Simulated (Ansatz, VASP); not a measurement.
**Au: VASP beside Ansatz**

```
CELL_PARAMETERS angstrom
2.74841 0.00000 0.00000
0.00000 2.74841 0.00000
0.00000 0.00000 2.74841
ATOMIC_POSITIONS crystal
Au 0.50000 0.50000 0.50000
```

Alike in both runs: task relaxation of cell and atoms; functional B3LYP; k mesh 5 × 5 × 5; occupations fermi-dirac, width 0.05 eV; no spin polarisation.

```csv
,VASP,Ansatz
version,VASP 6.6.1,Ansatz 0.2.0
potentials or method,"VASP PAW PBE potentials, release 64 (Au_sv_GW)",Ansatz PAW
plane-wave cutoff (eV),540,420
valence electrons in the cell,19,19
```

```csv
,VASP,Ansatz,Ansatz less VASP
"gap on the k mesh at the Fermi level, each at its own relaxed structure (eV)",none,none,-
relaxed volume (Å³/atom),21.79,21.93,+0.140
relaxed length of the cell vector where the two differ most in proportion (Å),2.793,2.799,+0.0060
```

VASP's potentials were made for PBE, not for B3LYP. A gap of «none» marks a metal or a gap that the smearing closes.

The k mesh is coarse, so the values compare programs but aren't converged. Spin-orbit coupling is off throughout. Noted on Ansatz's run: the plane-wave basis is chosen anew once the cell has moved, so the energies of steps on either side of that aren't comparable.
